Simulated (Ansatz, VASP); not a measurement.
# K2S in VASP and in Ansatz

Contents of INCAR:

```
SYSTEM = K2S
PREC = Accurate
ENCUT = 500
EDIFF = 1E-6
ISMEAR = -1
SIGMA = 0.02
LREAL = .FALSE.
LASPH = .TRUE.
NELM = 120
ALGO = Normal
ISIF = 2
LWAVE = .FALSE.
LCHARG = .FALSE.
GGA = PE
NBANDS = 19
GGA_COMPAT = .FALSE.
```

Contents of KPOINTS:

```
regular mesh
0
G
  6 6 6
  0 0 0
```

File POSCAR:

```
K2S
1.0
    0.0000000000      3.6034858300      3.6034858300
    3.6034858300      0.0000000000      3.6034858300
    3.6034858300      3.6034858300      0.0000000000
K S
2 1
Direct
    0.2500000000      0.2500000000      0.2500000000
    0.7500000000      0.7500000000      0.7500000000
    0.0000000000      0.0000000000      0.0000000000
```

Input for Ansatz:

```yaml
crystal:
  lattice:
    - [0.0, 3.60348583, 3.60348583]
    - [3.60348583, 0.0, 3.60348583]
    - [3.60348583, 3.60348583, 0.0]
  atoms:
    - { symbol: K, position: [0.25, 0.25, 0.25] }
    - { symbol: K, position: [0.75, 0.75, 0.75] }
    - { symbol: S, position: [0.0, 0.0, 0.0] }
kpoints:
  mp_grid: { grid: [6, 6, 6] }
  band_path:
    path:
      - [0.0, 0.0, 0.0]
      - [0.5, 0.0, 0.5]
      - [0.625, 0.25, 0.625]
      - [0.375, 0.375, 0.75]
      - [0.5, 0.5, 0.5]
      - [0.5, 0.25, 0.75]
      - [0.0, 0.5, 0.5]
    npoints: 1
hamiltonian:
  xc: pbe
scf:
  occupations: { method: fermi_dirac, width: 0.02 }
  n_extra_bands: 4
output:
  forces: true
  stress: true
  eigenvalues: true
```

Change from the starting cell: hydrostatic strain -2.7%.

Alike in both runs: task single point; functional PBE; k mesh 6 × 6 × 6; occupations fermi-dirac, width 0.02 eV; no spin polarisation.

|  | VASP | Ansatz |
| --- | --- | --- |
| version | VASP 6.6.1 | Ansatz 0.2.0 |
| potentials or method | VASP PAW PBE potentials, release 64 (K_sv, S) | plane waves, PAW |
| plane-wave cutoff (eV) | 500 | 420 |
| valence electrons in the cell | 24 | 24 |

|  | VASP | Ansatz | Ansatz less VASP |
| --- | --- | --- | --- |
| gap on the k mesh at the Fermi level (eV) | 2.59 | 2.59 | +0.002 |
| pressure (GPa) | 2.5 | 2.4 | -0.05 |

The functional is the same, so the differences come from potentials, cutoffs and numerics.
